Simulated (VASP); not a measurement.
A run of VASP 6.6.1 is set up as follows.

The input INCAR:

```
SYSTEM = BaZrO3
PREC = Accurate
ENCUT = 520
EDIFF = 1E-6
ISMEAR = -1
SIGMA = 0.05
LREAL = Auto
LASPH = .True.
NELM = 80
ALGO = Normal
ISIF = 2
LWAVE = .False.
LCHARG = .False.
GGA = PS
NBANDS = 186
```

Contents of KPOINTS:

```
Automatic mesh
0
Gamma
  1 1 1
  0 0 0
```

Contents of POSCAR:

```
BaZrO3
1.0
    8.3619610000      0.0000000000      0.0000000000
    0.0000000000      8.3619610000      0.0000000000
    0.0000000000      0.0000000000      8.3619610000
Ba Zr O
8 8 24
Direct
    0.0000000000      0.0000000000      0.0000000000
    0.0000000000      0.0000000000      0.5000000000
    0.0000000000      0.5000000000      0.0000000000
    0.0000000000      0.5000000000      0.5000000000
    0.5000000000      0.0000000000      0.0000000000
    0.5000000000      0.0000000000      0.5000000000
    0.5000000000      0.5000000000      0.0000000000
    0.5000000000      0.5000000000      0.5000000000
    0.2500000000      0.2500000000      0.2500000000
    0.2500000000      0.2500000000      0.7500000000
    0.2500000000      0.7500000000      0.2500000000
    0.2500000000      0.7500000000      0.7500000000
    0.7500000000      0.2500000000      0.2500000000
    0.7500000000      0.2500000000      0.7500000000
    0.7500000000      0.7500000000      0.2500000000
    0.7500000000      0.7500000000      0.7500000000
    0.2500000000      0.2500000000      0.0000000000
    0.2500000000      0.2500000000      0.5000000000
    0.2500000000      0.7500000000      0.0000000000
    0.2500000000      0.7500000000      0.5000000000
    0.7500000000      0.2500000000      0.0000000000
    0.7500000000      0.2500000000      0.5000000000
    0.7500000000      0.7500000000      0.0000000000
    0.7500000000      0.7500000000      0.5000000000
    0.0000000000      0.2500000000      0.2500000000
    0.0000000000      0.2500000000      0.7500000000
    0.0000000000      0.7500000000      0.2500000000
    0.0000000000      0.7500000000      0.7500000000
    0.5000000000      0.2500000000      0.2500000000
    0.5000000000      0.2500000000      0.7500000000
    0.5000000000      0.7500000000      0.2500000000
    0.5000000000      0.7500000000      0.7500000000
    0.2500000000      0.0000000000      0.2500000000
    0.2500000000      0.0000000000      0.7500000000
    0.2500000000      0.5000000000      0.2500000000
    0.2500000000      0.5000000000      0.7500000000
    0.7500000000      0.0000000000      0.2500000000
    0.7500000000      0.0000000000      0.7500000000
    0.7500000000      0.5000000000      0.2500000000
    0.7500000000      0.5000000000      0.7500000000
```

Potentials or basis: VASP PAW PBE potentials, release 64 (Ba_sv, Zr_sv, O).

Run with:

```console
$ cat potpaw_PBE.64/Ba_sv/POTCAR potpaw_PBE.64/Zr_sv/POTCAR potpaw_PBE.64/O/POTCAR > POTCAR
$ mpirun -np 1 vasp_gam > vasp.out
```

Problem. Predict the pressure.

Solution. 3.0 GPa.

Problem. Estimate the band gap on the k mesh.

Solution. 2.92 eV.

Caveat: the k points lie up to 0.75 Å⁻¹ apart; the PAW data sets were made with another functional, which shifts forces and pressure a little; spin-orbit coupling is left out, which moves the levels of the heavy elements. A k mesh can miss the band edges.
